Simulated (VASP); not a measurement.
# TaSi3 (P4/mmm) in VASP: further runs

Runs on TaSi3. Level: PBE. Tasks: single point.

Program: VASP 6.6.1. These are calculated values, not measurements. Logs are shortened: lines on timing, memory, paths and dates and some standing lists are left out, and cuts for length are marked.

### 1 The cell of the first run

Symmetry: P4/mmm, No. 123, tetragonal system. Conventional cell: a = 2.821 Å, b = 2.821 Å, c = 7.582 Å, α = 90.00°, β = 90.00°, γ = 90.00°. Within 3.7 Å of Ta (site symmetry 4/mmm) lie 8 Si at 2.78 Å and 4 Ta at 2.82 Å. Within 3.6 Å of Si (site symmetry 4mm) lie 8 Si at 2.72 to 2.82 Å and 4 Ta at 2.78 Å. Within 3.6 Å of Si (site symmetry 4/mmm) lie 12 Si at 2.72 to 2.82 Å.

### 2 Single point, PBE

Contents of INCAR:

```
  PREC = Accurate
  ENCUT = 520
  EDIFF = 1E-7
  ISMEAR = 0
  SIGMA = 0.1
  LREAL = F
  LASPH = T
  NELM = 60
  ALGO = Normal
  ISIF = 2
  LWAVE = F
  LCHARG = F
  GGA = PE
  NBANDS = 20
```

Contents of KPOINTS:

```
regular mesh
0
Gamma
  16 16 6
```

Contents of POSCAR:

```
TaSi3
1.0
    2.8209497972      0.0000000000      0.0000000000
    0.0000000000      2.8209497972      0.0000000000
    0.0000000000      0.0000000000      7.5822087613
Ta Si
1 3
Direct
    0.0000000000      0.0000000000      0.0000000000
    0.5000000000      0.5000000000      0.7443442624
    0.0000000000      0.0000000000      0.5000000000
    0.5000000000      0.5000000000      0.2556557376
```

Potentials or basis: VASP PAW PBE potentials, release 64 (Ta_pv, Si).

Run with:

```
cat potpaw_PBE.64/Ta_pv/POTCAR potpaw_PBE.64/Si/POTCAR > POTCAR
mpirun -np 1 vasp_std > vasp.out
```

OUTCAR:

```text
PREC = Accurate
   ENCUT = 520
   EDIFF = 1E-7
   ISMEAR = 0
   LREAL = F
   LASPH = T
   NELM = 60
   ISIF = 2
   GGA = PE

 ion  position               nearest neighbor table
   1  0.000  0.000  0.000-   2 2.78   4 2.78   2 2.78   4 2.78   2 2.78   4 2.78   2 2.78   4 2.78

   2  0.500  0.500  0.744-   3 2.72   3 2.72   3 2.72   3 2.72   1 2.78   1 2.78   1 2.78   1 2.78

   3  0.000  0.000  0.500-   2 2.72   4 2.72   2 2.72   4 2.72   2 2.72   4 2.72   2 2.72   4 2.72

   4  0.500  0.500  0.256-   3 2.72   3 2.72   3 2.72   3 2.72   1 2.78   1 2.78   1 2.78   1 2.78

  LATTYP: Found a simple tetragonal cell.
 ALAT       =     2.8209497972
 C/A-ratio  =     2.6878212327

  Lattice vectors:

 A1 = (   2.8209497972,   0.0000000000,   0.0000000000)
 A2 = (   0.0000000000,   2.8209497972,   0.0000000000)
 A3 = (   0.0000000000,   0.0000000000,   7.5822087613)

Analysis of symmetry for initial positions (statically):
=====================================================================
 Subroutine PRICEL returns:
 Original cell was already a primitive cell.

 Routine SETGRP: Setting up the symmetry group for a
 simple tetragonal supercell.

 Subroutine GETGRP returns: Found 16 space group operations
 (whereof 16 operations were pure point group operations)
 out of a pool of 16 trial point group operations.

The static configuration has the point symmetry D_4h.

Analysis of symmetry for dynamics (positions and initial velocities):
=====================================================================
 Subroutine PRICEL returns:
 Original cell was already a primitive cell.

 Routine SETGRP: Setting up the symmetry group for a
 simple tetragonal supercell.

 Subroutine GETGRP returns: Found 16 space group operations
 (whereof 16 operations were pure point group operations)
 out of a pool of 16 trial point group operations.

The dynamic configuration has the point symmetry D_4h.

 Subroutine INISYM returns: Found 16 space group operations
 (whereof 16 operations are pure point group operations),
 and found     1 'primitive' translations

----------------------------------------------------------------------------------------

                                     Primitive cell
[... 85 lines left out ...]
 SYSTEM =  unknown system
   PREC   = accura    normal or accurate (medium, high low for compatibility)
   ISTART =      0    job   : 0-new  1-cont  2-samecut
   ICHARG =      2    charge: 1-file 2-atom 10-const
   ISPIN  =      1    spin polarized calculation?
   LNONCOLLINEAR =      F non collinear calculations
   LSORBIT =      F    spin-orbit coupling
   LASPH  =      T    aspherical Exc in radial PAW
   ENCUT  =  520.0 eV  38.22 Ry    6.18 a.u.   5.25  5.25 14.10*2*pi/ulx,y,z
   NELM   =     60;   NELMIN=  2; NELMDL= -5     # of ELM steps
   EDIFF  = 0.1E-06   stopping-criterion for ELM
   LREAL  =      F    real-space projection
   EDIFFG = 0.1E-05   stopping-criterion for IOM
   NSW    =      0    number of steps for IOM
   IBRION =     -1    ionic relax: 0-MD 1-quasi-New 2-CG
   NFREE  =      0    steps in history (QN), initial steepest desc. (CG)
   ISIF   =      2    stress and relaxation
   ISYM   =      2    0-nonsym 1-usesym 2-fastsym
   POTIM  = 0.5000    time-step for ionic-motion
   TEBEG  =    0.0;   TEEND  =   0.0 temperature during run
   PSTRESS=    0.0 pullay stress
   NELECT =      23.0000    total number of electrons
   NUPDOWN=      -1.0000    fix difference up-down
   EMIN   =  10.00;   EMAX   =-10.00  energy-range for DOS
   EFERMI =   0.00;   METHOD = LEGACY
   ISMEAR =     0;   SIGMA  =   0.10  broadening in eV -4-tet -1-fermi 0-gaus
   EFERMI_NEDOS =   21; number of points for ismear=-14 and -15
   IALGO  =     38    algorithm
   IMIX   =      4    mixing-type and parameters
     AMIX     =   0.40;   BMIX     =  1.00
     AMIX_MAG =   1.60;   BMIX_MAG =  1.00
  volume/ion in A,a.u.               =      15.08       101.79
  Fermi-wavevector in a.u.,A,eV,Ry     =   1.187012  2.243128 19.170591  1.408999
  Thomas-Fermi vector in A             =   2.323173
   LORBIT       =      0    0 simple, 1 ext, 2 COOP (PROOUT), +10 PAW based schemes
   GGA     = PE    functional components
   LHFCALC =     F    Hartree Fock is set to
   AEXX    =    0.0000 exact exchange contribution
   IVDW    =     0    specifies the selected vdW correction
   LEPSILON=     F    determine dielectric tensor
   LRPA    =     F    only Hartree local field effects (RPA)
 non-spin polarized calculation
 Gauss-broadening in eV      SIGMA  =   0.10
  energy-cutoff  :      520.00
  volume of cell :       60.34
 maximum number of plane-waves:      1653
 NGX is ok and might be reduce to    24
   NGX = 11   NGY = 11   NGZ = 29

 number of electron      23.0000003 magnetization

 Free energy of the ion-electron system (eV)
  ---------------------------------------------------
  ext. energy  EPLUGINS =         0.00000000
  ---------------------------------------------------
  free energy    TOTEN  =       -27.28570232 eV

  energy without entropy =      -27.27651740  energy(sigma->0) =      -27.28110986

 E-fermi :   9.2226     XC(G=0): -11.6800

 val. band max:        9.2189852469   @ k =   0.4375   0.3125   0.5000
 cond. band min:       9.2337677101   @ k =   0.1875   0.1250   0.5000
 fundamental gap:      0.0147824632
 Fermi energy:         9.2225557788

 k-point     1 :       0.0000    0.0000    0.0000
  band No.  band energies     occupation
      1     -25.4677      2.00000
      2     -24.8697      2.00000
      3     -24.8697      2.00000
      4      -4.4739      2.00000
      5      -1.8870      2.00000
      6      -0.4506      2.00000
[... 541 lines left out ...]
     19      14.7533      0.00000
     20      16.1455      0.00000

 [... further k-points ...]
[... 5 lines left out ...]
  --------------------------------------------------------------------------------------
  -------------------------------------------------------------------------------------
  Total        0.0153711      0.0153711      0.0199307      0.0000000     -0.0000000      0.0000000
  in kB        0.4081600      0.4081600      0.5292317      0.0000000     -0.0000000      0.0000000
  external PRESSURE =       0.4485172 kB  Pullay stress =       0.0000000 kB

 VOLUME and BASIS-vectors are now :
 -----------------------------------------------------------------------------
  energy-cutoff  :      520.00
  volume of cell :       60.34
      direct lattice vectors                 reciprocal lattice vectors
     2.820949797  0.000000000  0.000000000     0.354490534  0.000000000  0.000000000
     0.000000000  2.820949797  0.000000000     0.000000000  0.354490534  0.000000000
     0.000000000  0.000000000  7.582208761     0.000000000  0.000000000  0.131887690

 POSITION                                       TOTAL-FORCE (eV/Angst)
 -----------------------------------------------------------------------------------
      0.00000      0.00000      0.00000         0.000000     -0.000000      0.000000
      1.41047      1.41047      5.64377         0.000000      0.000000     -0.009025
      0.00000      0.00000      3.79110         0.000000     -0.000000      0.000000
      1.41047      1.41047      1.93844        -0.000000      0.000000      0.009025
 -----------------------------------------------------------------------------------
    total drift:                                0.000000      0.000000      0.000000

  FREE ENERGIE OF THE ION-ELECTRON SYSTEM (eV)
  ---------------------------------------------------
  free  energy   TOTEN  =       -27.2857023206 eV

  energy  without entropy=      -27.2765173951  energy(sigma->0) =      -27.28110986
```

stdout:

```text
POSCAR found type information on POSCAR TaSi
 POSCAR found :  2 types and       4 ions
 scaLAPACK will be used
 LDA part: xc-table for (Slater+PW92), standard interpolation
 POSCAR, INCAR and KPOINTS ok, starting setup
 FFT: planning ... GRIDC
 FFT: planning ... GRID_SOFT
 FFT: planning ... GRID
 WAVECAR not read
 entering main loop
```

It took 74 s on 1 thread of Intel Xeon 6975P-C (Granite Rapids), shared host; peak memory 0.32 GiB.

What came out:

```
Free energy   : -27.2857 eV
Pressure      : 0.0 GPa
Largest force : 0.009 eV/Å
```

Forces on the atoms (eV/Å):
```
Ta   0.000  0.000  0.000
Si   0.000  0.000 -0.009
Si   0.000  0.000  0.000
Si   0.000  0.000  0.009
```

Caveat: spin-orbit coupling is left out, which moves the levels of the heavy elements.

### 3 Single point, PBE

This run uses another cell than the first one, of 15.68 Å³/atom, 1.040 times its volume.

Contents of INCAR:

```
ALGO     = Normal         # electronic algorithm
EDIFF    = 1E-6           # SCF threshold, eV
ENCUT    = 500            # plane-wave cutoff, eV
GGA      = PE             # functional
GGA_COMPAT= F            
ISIF     = 2              # what is computed and relaxed
ISMEAR   = 0              # smearing method
LASPH    = T              # aspherical terms in the spheres
LCHARG   = F              # write CHGCAR
LREAL    = F              # projectors in reciprocal space
LWAVE    = F              # write WAVECAR
NBANDS   = 20             # bands
NELM     = 120            # most SCF steps
PREC     = Accurate       # precision mode
SIGMA    = 0.1            # smearing width, eV
```

Contents of KPOINTS:

```
k-points
0
Gamma
  6 6 2
```

Contents of POSCAR:

```
TaSi3
1.0
    2.6711763600      0.0000000000      0.0000000000
    0.0000000000      2.6711763600      0.0000000000
    0.0000000000      0.0000000000      8.7924244200
Ta Si
1 3
Direct
    0.0000000000      0.0000000000      0.0000000000
    0.5000000000      0.5000000000      0.7342755200
    0.0000000000      0.0000000000      0.5000000000
    0.5000000000      0.5000000000      0.2657244800
```

Potentials or basis: VASP PAW PBE potentials, release 64 (Ta_pv, Si).

Run with:

```
cat potpaw_PBE.64/Ta_pv/POTCAR potpaw_PBE.64/Si/POTCAR > POTCAR
mpirun -np 1 vasp_std > vasp.out
```

It took 59 s on 1 thread of Intel Xeon 8259CL, shared host; peak memory 0.17 GiB.

Results (log left out):

```
Free energy   : -26.2861 eV
Pressure      : -2.0 GPa
Largest force : 1.071 eV/Å
```

Forces in eV/Å, atoms in the order of the input:
```
Ta   0.000  0.000  0.000
Si   0.000  0.000  1.071
Si   0.000  0.000  0.000
Si   0.000  0.000 -1.071
```

Stress tensor (GPa, compression positive):
```
  3.70   0.00   0.00
  0.00   3.70   0.00
  0.00   0.00 -13.48
```

Levels at points of the mesh, in eV from the Fermi level:
| k point | band 8 | band 9 | band 10 | band 11 | band 12 | band 13 | band 14 | band 15 |
| --- | --- | --- | --- | --- | --- | --- | --- | --- |
| (0.00, 0.00, 0.00) | -5.06 | -3.12 | -0.57 | 2.88 | 2.88 | 4.64 | 4.68 | 4.68 |
| (0.50, 0.00, 0.00) | -4.92 | -4.82 | -3.47 | -2.32 | 0.52 | 1.47 | 2.06 | 2.58 |
| (0.50, 0.50, 0.00) | -3.87 | -3.43 | -2.84 | -2.59 | -0.30 | -0.30 | -0.29 | -0.08 |
| (0.00, 0.00, 0.50) | -3.49 | -3.12 | -0.41 | 2.84 | 2.84 | 3.37 | 5.04 | 5.04 |
| (0.50, 0.00, 0.50) | -5.84 | -3.46 | -3.12 | -1.92 | -0.74 | -0.15 | 2.06 | 4.15 |
| (0.50, 0.50, 0.50) | -3.35 | -2.83 | -2.83 | -2.38 | -2.38 | -1.40 | -1.12 | 0.36 |

Caveat: the k points lie up to 0.39 Å⁻¹ apart; spin-orbit coupling is left out, which moves the levels of the heavy elements; forces of over 1 eV/Å act on the atoms, so gaps and moduli don't describe the material at rest.
